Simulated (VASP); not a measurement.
# KF (Carobbiite) (Fm-3m) in VASP: further runs, part 2 of 2

VASP 6.6.1. Earlier steps stand in the parts before.

## Step 3: Relaxation of the atoms, r2SCAN

This run uses another cell than the first one, of 17.67 Å³/atom, 0.927 times its volume.

Contents of POSCAR:

```
KF
1.0
    0.0000000000      2.6047736200      2.6047736200
    2.6047736200      0.0000000000      2.6047736200
    2.6047736200      2.6047736200      0.0000000000
K F
1 1
Direct
    0.0000000000      0.0000000000      0.0000000000
    0.5000000000      0.5000000000      0.5000000000
```

Contents of INCAR.step1:

```
SYSTEM = KF
PREC = Accurate
ENCUT = 520
ISMEAR = -1
SIGMA = 0.02
LREAL = .FALSE.
LASPH = .TRUE.
NELM = 100
GGA = PE
ALGO = Normal
EDIFF = 1E-4
LWAVE = .TRUE.
LCHARG = .FALSE.
```

Contents of INCAR.step2:

```
SYSTEM = KF
PREC = Accurate
ENCUT = 520
EDIFF = 1E-6
ISMEAR = -1
SIGMA = 0.02
LREAL = .FALSE.
LASPH = .TRUE.
NELM = 100
ALGO = Normal
ISIF = 2
LWAVE = .FALSE.
LCHARG = .FALSE.
METAGGA = R2SCAN
LMIXTAU = .TRUE.
IBRION = 2
NSW = 50
EDIFFG = -0.01
ISTART = 1
```

Contents of KPOINTS:

```
Automatic mesh
0
G
  10 10 10
  0 0 0
```

Potentials or basis: VASP PAW PBE potentials, release 64 (K_sv, F).

The run is started by

```console
> cat potpaw_PBE.64/K_sv/POTCAR potpaw_PBE.64/F/POTCAR > POTCAR
> cp INCAR.step1 INCAR
> mpirun -np 1 vasp_std > vasp.out
> cp INCAR.step2 INCAR
> mpirun -np 1 vasp_std > vasp.out
```

OUTCAR:

```text
SYSTEM = KF
   PREC = Accurate
   ENCUT = 520
   EDIFF = 1E-6
   ISMEAR = -1
   LREAL = .FALSE.
   LASPH = .TRUE.
   NELM = 100
   ISIF = 2
   METAGGA = R2SCAN
   IBRION = 2
   NSW = 50
   EDIFFG = -0.01
   ISTART = 1

 ion  position               nearest neighbor table
   1  0.000  0.000  0.000-   2 2.60   2 2.60   2 2.60   2 2.60   2 2.60   2 2.60
   2  0.500  0.500  0.500-   1 2.60   1 2.60   1 2.60   1 2.60   1 2.60   1 2.60

  LATTYP: Found a face centered cubic cell.
 ALAT       =     5.2095472400

  Lattice vectors:

[... 541 lines left out ...]
     10       7.3873      0.00000
     11      10.2499      0.00000
     12      11.1582      0.00000

 [... further k-points ...]
[... 5 lines left out ...]
  --------------------------------------------------------------------------------------
  -------------------------------------------------------------------------------------
  Total        0.5656425      0.5656425      0.5656425      0.0000000      0.0000000      0.0000000
  in kB       25.6396820     25.6396820     25.6396820      0.0000000      0.0000000      0.0000000
  external PRESSURE =      25.6396820 kB  Pullay stress =       0.0000000 kB

 VOLUME and BASIS-vectors are now :
 -----------------------------------------------------------------------------
  energy-cutoff  :      520.00
  volume of cell :       35.35
      direct lattice vectors                 reciprocal lattice vectors
     0.000000000  2.604773620  2.604773620    -0.191955261  0.191955261  0.191955261
     2.604773620  0.000000000  2.604773620     0.191955261 -0.191955261  0.191955261
     2.604773620  2.604773620  0.000000000     0.191955261  0.191955261 -0.191955261

 POSITION                                       TOTAL-FORCE (eV/Angst)
 -----------------------------------------------------------------------------------
      0.00000      0.00000      0.00000        -0.000000     -0.000000     -0.000000
      2.60477      2.60477      2.60477         0.000000      0.000000      0.000000
 -----------------------------------------------------------------------------------
    total drift:                                0.000000      0.000000      0.000000

  FREE ENERGIE OF THE ION-ELECTRON SYSTEM (eV)
  ---------------------------------------------------
  free  energy   TOTEN  =       -14.9529675036 eV

  energy  without entropy=      -14.9529675036  energy(sigma->0) =      -14.95296750

 reached required accuracy - stopping structural energy minimisation
```

OUTCAR.step1:

```text
SYSTEM = KF
   PREC = Accurate
   ENCUT = 520
   ISMEAR = -1
   LREAL = .FALSE.
   LASPH = .TRUE.
[... 580 lines left out ...]
      0.00000      0.00000      0.00000        -0.000000      0.000000      0.000000
      2.60477      2.60477      2.60477         0.000000     -0.000000     -0.000000
 -----------------------------------------------------------------------------------
    total drift:                                0.000000      0.000000      0.000000

  FREE ENERGIE OF THE ION-ELECTRON SYSTEM (eV)
  ---------------------------------------------------
  free  energy   TOTEN  =        -8.2348164607 eV

  energy  without entropy=       -8.2348164607  energy(sigma->0) =       -8.23481646
```

OSZICAR.step1:

```text
N       E                     dE             d eps       ncg     rms          rms(c)
DAV:   1     0.118815194978E+03    0.11882E+03   -0.87059E+03  1128   0.132E+03
DAV:   2    -0.470506886156E+01   -0.12352E+03   -0.11388E+03  1436   0.333E+02
DAV:   3    -0.936682964634E+01   -0.46618E+01   -0.46386E+01  1436   0.624E+01
DAV:   4    -0.947997650559E+01   -0.11315E+00   -0.11307E+00  1688   0.848E+00
DAV:   5    -0.948162175404E+01   -0.16452E-02   -0.16452E-02  1460   0.921E-01    0.648E+00
DAV:   6    -0.825569256762E+01    0.12259E+01   -0.42878E+00  1220   0.195E+01    0.430E+00
DAV:   7    -0.823420851684E+01    0.21484E-01   -0.12319E-01  1532   0.320E+00    0.262E+00
DAV:   8    -0.823293462042E+01    0.12739E-02   -0.50846E-02  1200   0.273E+00    0.212E-01
DAV:   9    -0.823419539268E+01   -0.12608E-02   -0.66789E-03  1532   0.685E-01    0.119E-01
DAV:  10    -0.823475366950E+01   -0.55828E-03   -0.10324E-03  1224   0.337E-01    0.528E-02
DAV:  11    -0.823481646071E+01   -0.62791E-04   -0.37017E-04  1248   0.169E-01
   1 F= -.82348165E+01 E0= -.82348165E+01  d E =-.245808E-12
```

Run time: 53 s. Hardware: 1 thread of Intel Xeon 6975P-C (Granite Rapids), shared host; peak memory 0.17 GiB.

Results:

| Property | Result |
| --- | --- |
| Free energy | -14.9530 eV |
| Pressure after relaxing | 2.6 GPa |
| Band gap on the k mesh | 7.26 eV, direct |

Final structure:
```
K F
1.0
     0.00000    2.60477    2.60477
     2.60477    0.00000    2.60477
     2.60477    2.60477    0.00000
K F
1 1
Direct
  0.00000 0.00000 0.00000
  0.50000 0.50000 0.50000
```

Caveat: the relaxation stopped at its first step, so nothing moved; the PAW data sets were made with another functional, which shifts forces and pressure a little. r2SCAN opens gaps a little over a GGA but as a rule still falls short of measured ones.

## Step 4: Relaxation of the atoms, r2SCAN

This run uses another cell than the first one, of 18.05 Å³/atom, 0.946 times its volume.

Contents of POSCAR:

```
KF
1.0
    0.0000000000      2.6231177000      2.6231177000
    2.6231177000      0.0000000000      2.6231177000
    2.6231177000      2.6231177000      0.0000000000
K F
1 1
Direct
    0.0000000000      0.0000000000      0.0000000000
    0.5000000000      0.5000000000      0.5000000000
```

Contents of INCAR.step1:

```
SYSTEM = KF
  PREC = Accurate
  ENCUT = 520
  ISMEAR = -1
  SIGMA = 0.02
  LREAL = .False.
  LASPH = .True.
  NELM = 60
  GGA = PE
  ALGO = Normal
  EDIFF = 1E-4
  LWAVE = .True.
  LCHARG = .False.
```

Contents of INCAR.step2:

```
SYSTEM = KF
  PREC = Accurate
  ENCUT = 520
  EDIFF = 1E-6
  ISMEAR = -1
  SIGMA = 0.02
  LREAL = .False.
  LASPH = .True.
  NELM = 60
  ALGO = Normal
  ISIF = 2
  LWAVE = .False.
  LCHARG = .False.
  METAGGA = R2SCAN
  LMIXTAU = .True.
  IBRION = 2
  NSW = 50
  EDIFFG = -0.01
  ISTART = 1
```

Contents of KPOINTS:

```
Automatic mesh
0
Gamma
  10 10 10
  0 0 0
```

The run is started by

```console
> cat potpaw_PBE.64/K_sv/POTCAR potpaw_PBE.64/F/POTCAR > POTCAR
> cp INCAR.step1 INCAR
> mpirun -np 1 vasp_std > vasp.out
> cp INCAR.step2 INCAR
> mpirun -np 1 vasp_std > vasp.out
```

Run time: 1.8 min. Hardware: 1 thread of Oxide Virtual Turin-like, shared host; peak memory 0.14 GiB.

It converged, with:

- Free energy: -14.9638 eV
- Pressure after relaxing: 1.6 GPa
- Band gap on the k mesh: 7.13 eV, direct

Final structure:
```xyz
2
Lattice="0.0000 2.6231 2.6231 2.6231 0.0000 2.6231 2.6231 2.6231 0.0000" Properties=species:S:1:pos:R:3 pbc="T T T"
K     0.0000    0.0000    0.0000
F     2.6231    2.6231    2.6231
```

Levels at points of the mesh, in eV from the valence-band top:
```
           k point  band 5  band 6  band 7  band 8  band 9  band 10  band 11  band 12
(0.00, 0.00, 0.00)   -9.41    0.00    0.00    0.00    7.13    11.60    11.60    11.60
(0.50, 0.00, 0.00)   -9.45   -0.83   -0.38   -0.38    9.91    11.68    13.19    13.19
(0.50, 0.50, 0.00)   -9.66   -0.17   -0.04   -0.04    8.80    11.54    12.89    14.93
```

Caveat: the relaxation stopped at its first step, so nothing moved; the PAW data sets were made with another functional, which shifts forces and pressure a little. A k mesh can miss the band edges.

## Step 5: Overview

```csv
task,cell,k mesh,cutoff (eV),gap on the mesh (eV),pressure (GPa)
relaxation of cell and atoms,"relaxed from a = 3.779 Å, angles 60.0°, 2 atoms",8 × 8 × 8,600,6.91,0.0
relaxation of the atoms,"atoms relaxed from a = 3.684 Å, angles 60.0°, 2 atoms",10 × 10 × 10,520,7.26,2.6
relaxation of the atoms,"atoms relaxed from a = 3.710 Å, angles 60.0°, 2 atoms",10 × 10 × 10,520,7.13,1.6
```

Alike in all rows: level r2SCAN; potentials or basis VASP PAW PBE potentials, release 64 (K_sv, F); no spin polarisation; smearing fermi-dirac 0.02 eV.

Caveats: the PAW data sets were made with another functional, which shifts forces and pressure a little; the relaxation stopped at its first step, so nothing moved (some runs).

Absolute energies hang on the potentials; compare differences alone.
